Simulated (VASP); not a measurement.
Write the native input for VASP 6.6.1 that does the following.

* Task: single point
* Functional: PBE
* Potentials or basis: VASP PAW PBE potentials, release 64 (Pt_sv_GW, S)
* Cutoff: 570 eV
* k mesh: 6 × 6 × 4
* Occupations: methfessel-paxton, width 0.2 eV
* Spin: no spin polarisation
* Dipole correction: no
* Further INCAR settings: ALGO = Normal; EDIFF = 1e-06; NBANDS = 22

The structure of PtS2 lies in POSCAR:

```
PtS2
1.0
    3.5526415803      0.0000000000      0.0000000000
   -1.7763207902      3.0766778591      0.0000000000
    0.0000000000      0.0000000000      5.1227110450
Pt S
1 2
Direct
    0.0000000000      0.0000000000      0.0000000000
    0.3333333333      0.6666666667      0.2392599773
    0.6666666667      0.3333333333      0.7607400227
```

These files were run (other wordings do the same):

INCAR

```
ALGO = Normal
EDIFF = 1E-6
ENCUT = 570
GGA = PE
GGA_COMPAT = F
ISIF = 2
ISMEAR = 1
LASPH = T
LCHARG = F
LREAL = F
LWAVE = F
NBANDS = 22
NELM = 120
PREC = Accurate
SIGMA = 0.2
```

KPOINTS

```
k-points
0
Gamma
  6 6 4
```

Potentials or basis: VASP PAW PBE potentials, release 64 (Pt_sv_GW, S).

The run is started by

```bash
$ cat potpaw_PBE.64/Pt_sv_GW/POTCAR potpaw_PBE.64/S/POTCAR > POTCAR
$ mpirun -np 1 vasp_std > vasp.out
```

Results of the run:

The pressure is 2.9 GPa. The largest force is 0.041 eV/Å and the band gap on the k mesh is 0.85 eV (least direct gap 1.42 eV).

Caveat: spin-orbit coupling is left out, which moves the levels of the heavy elements.

Run time: 14 s on 1 thread of Intel(R) Xeon(R) 6975P-C (Granite Rapids) (shared host), peak memory 0.19 GiB.
